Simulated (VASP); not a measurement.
MgS:

```xyz
2
Lattice="5.1325 0.0000 0.0000 -2.5662 4.4448 0.0000 0.0000 0.0000 4.4421" Properties=species:S:1:pos:R:3 pbc="T T T"
Mg    0.0000    0.0000    0.0000
S     0.0000    0.0000    2.2210
```

| Property | Result |
| --- | --- |
| Program | VASP 6.6.1 |
| Task | relaxation of cell and atoms |
| Functional | PBE |
| Potentials or basis | VASP PAW PBE potentials, release 64 (Mg, S) |
| Cutoff | 600 eV |
| k mesh | 6 × 6 × 6 |
| Occupations | gaussian, width 0.02 eV |
| Spin | no spin polarisation |

At the start: pressure 0.3 GPa; volume 50.67 Å³/atom.

Where does the relaxation end?

Over 32 steps the energy falls by 25.0 meV/atom and the volume is 93.81 Å³/atom (+85.1 %); space group P6/mmm (No. 191, to 0.05 Å).

Step by step:
```csv
step,energy change (eV),largest force (eV/Å),pressure (GPa),volume (Å³)
1,0.0000,0.0000,0.27,101.34
2,-0.0029,0.0000,0.23,102.60
3,-0.0105,0.0000,0.12,106.44
4,-0.0219,0.0000,-0.09,114.34
5,-0.0324,0.0000,-0.39,131.07
6,-0.0339,0.0000,-0.34,131.66
7,-0.0375,0.0000,-0.20,133.44
8,-0.0415,0.0000,0.06,137.02
9,-0.0418,0.0000,0.17,138.49
10,-0.0418,0.0000,0.18,138.65
11,-0.0422,0.0000,0.18,139.74
12,-0.0433,0.0000,0.18,143.00
13,-0.0450,0.0000,0.19,149.65
14,-0.0470,0.0000,0.20,163.38
15,-0.0473,0.0000,-0.19,170.78
16,-0.0486,0.0000,-0.01,167.17
17,-0.0486,0.0000,-0.01,167.25
18,-0.0487,0.0000,-0.02,168.25
19,-0.0489,0.0000,-0.04,171.25
20,-0.0493,0.0000,-0.06,177.35
21,-0.0491,0.0000,-0.13,189.89
22,-0.0494,0.0000,-0.09,183.03
23,-0.0494,0.0000,-0.09,183.36
24,-0.0495,0.0000,-0.08,184.34
25,-0.0497,0.0000,-0.06,186.31
26,-0.0499,0.0000,-0.02,190.27
27,-0.0500,0.0000,-0.01,191.49
28,-0.0500,0.0000,-0.02,190.98
29,-0.0499,0.0000,-0.02,190.53
30,-0.0500,0.0000,-0.02,190.24
31,-0.0500,0.0000,-0.01,189.37
32,-0.0500,0.0000,0.01,187.62
```

Final structure:
```
Mg S
1.0
     6.97309    0.00000    0.00000
    -3.48655    6.03888    0.00000
     0.00000    0.00000    4.45557
Mg S
1 1
Direct
  0.00000 0.00000 0.00000
  0.00000 0.00000 0.50000
```

Caveat: the volume moved by over 15 % at a fixed basis, so the end points are rough.
